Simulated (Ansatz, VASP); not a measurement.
B3N4: VASP beside Ansatz

File INCAR:

```
SYSTEM = B3N4
PREC     = Accurate       ! precision mode
ENCUT    = 520            ! plane-wave cutoff, eV
EDIFF    = 1E-6           ! SCF threshold, eV
ISMEAR   = 0              ! smearing method
SIGMA    = 0.05           ! smearing width, eV
LREAL    = .False.        ! projectors in reciprocal space
LASPH    = .True.         ! aspherical terms in the spheres
NELM     = 100            ! most SCF steps
ALGO     = Normal         ! electronic algorithm
ISIF     = 2              ! what is computed and relaxed
LWAVE    = .False.        ! write WAVECAR
LCHARG   = .False.        ! write CHGCAR
LDIPOL   = .True.       
IDIPOL   = 3            
DIPOL    = 0.5 0.5 0.312
GGA      = PE             ! functional
IVDW     = 12             ! dispersion correction
NBANDS   = 42             ! bands
```

File KPOINTS:

```
Automatic mesh
0
Gamma
  6 8 1
  0 0 0
```

File POSCAR:

```
B3N4
1.0
    5.0107822389      0.0000000000      0.0000000000
   -1.2526955597      3.3759068817      0.0000000000
    0.0000000000      0.0000000000     23.4409409452
N B
8 6
Direct
    0.0225224603      0.0900898411      0.1706416141
    0.5225224603      0.0900898411      0.1706416141
    0.3069455752      0.2277823008      0.2610541488
    0.8069455752      0.2277823008      0.2610541488
    0.0866484587      0.3466275527      0.3533460338
    0.5866484587      0.3466275527      0.3533460338
    0.4687108248      0.6248772852      0.5051393190
    0.4687108248      0.6248772852      0.5520657629
    0.2842051402      0.1368205610      0.2007528062
    0.7842051402      0.1368205610      0.2007528062
    0.0673540684      0.2694189847      0.2895469474
    0.5673540684      0.2694189847      0.2895469474
    0.3437108248      0.3748772852      0.3814241487
    0.8437108248      0.3748772852      0.3814241487
```

Input for Ansatz:

```yaml
crystal:
  lattice:
    - [5.0107822389, 0.0, 0.0]
    - [-1.2526955597, 3.3759068817, 0.0]
    - [0.0, 0.0, 23.4409409452]
  atoms:
    - { symbol: "N", position: [0.0225224603, 0.0900898411, 0.1706416141] }
    - { symbol: "N", position: [0.5225224603, 0.0900898411, 0.1706416141] }
    - { symbol: B, position: [0.2842051402, 0.136820561, 0.2007528062] }
    - { symbol: B, position: [0.7842051402, 0.136820561, 0.2007528062] }
    - { symbol: "N", position: [0.3069455752, 0.2277823008, 0.2610541488] }
    - { symbol: "N", position: [0.8069455752, 0.2277823008, 0.2610541488] }
    - { symbol: B, position: [0.0673540684, 0.2694189847, 0.2895469474] }
    - { symbol: B, position: [0.5673540684, 0.2694189847, 0.2895469474] }
    - { symbol: "N", position: [0.0866484587, 0.3466275527, 0.3533460338] }
    - { symbol: "N", position: [0.5866484587, 0.3466275527, 0.3533460338] }
    - { symbol: B, position: [0.3437108248, 0.3748772852, 0.3814241487] }
    - { symbol: B, position: [0.8437108248, 0.3748772852, 0.3814241487] }
    - { symbol: "N", position: [0.4687108248, 0.6248772852, 0.505139319] }
    - { symbol: "N", position: [0.4687108248, 0.6248772852, 0.5520657629] }
basis:
  ecutwfc: 420
kpoints:
  mp_grid: { grid: [6, 8, 1] }
hamiltonian:
  xc: pbe
  pseudopotentials: { kind: paw, azcp: { folder: soft_1 } }
  dispersion: d3bj
scf:
  occupations: { method: gaussian, width: 0.05 }
output:
  forces: true
  eigenvalues: true
efield:
  axis: 3
  dipole_correction: true
  ramp_width: 0.04
```

Alike in both runs: task single point; functional PBE; dispersion D3(BJ); k mesh 6 × 8 × 1; occupations gaussian, width 0.05 eV; no spin polarisation.

|  | VASP | Ansatz |
| --- | --- | --- |
| version | VASP 6.6.1 | Ansatz 0.2.0 |
| potentials or method | VASP PAW PBE potentials, release 64 (N, B), cutoff 520 eV | scalar-relativistic, plane waves, PAW |
| valence electrons in the cell | 58 | 58 |

```csv
,VASP,Ansatz,Ansatz less VASP
gap on the k mesh at the Fermi level (eV),none,none,-
rms of the force components (eV/Å),1.192,1.091,-0.1008
```

A gap of «none» marks a metal or a gap that the smearing closes. Ansatz's warnings: vacuum below fermi.

Noted on VASP's run: the standard files for N, O and F lose accuracy on very short bonds.
